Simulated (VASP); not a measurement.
Runs of VASP 6.6.1 on In. Symmetry: C2/m, No. 12, monoclinic system. The conventional cell has a = 4.608 Å, b = 4.731 Å, c = 3.371 Å, α = 90.00°, β = 131.51°, γ = 90.00°. In (site symmetry 2/m) has 12 In at 3.30 to 3.47 Å within 4.3 Å. 

```csv
k mesh,smearing,gap on the mesh (eV),pressure (GPa)
11 × 11 × 14,fermi-dirac 0.1 eV,none,0.0
11 × 11 × 14,fermi-dirac 0.03 eV,none,0.0
3 × 3 × 4,fermi-dirac 0.1 eV,none,(a)
11 × 11 × 14,fermi-dirac 0.01 eV,none,-0.1
7 × 7 × 8,fermi-dirac 0.1 eV,none,-0.5
```

Alike in all rows: task single point; level PBE; potentials or basis VASP PAW PBE potentials, release 64 (In_d); no spin polarisation; cell as given; cutoff (eV) 520.

Question: Fill in the values left out.

Answer: (a) 0.6.

Caveats: some runs use coarse meshes; spin-orbit coupling is left out, which moves the levels of the heavy elements.

A k mesh can miss the band edges, and the runs leave out spin-orbit coupling on In.

A gap of «none» marks levels without a gap at the run's occupations.
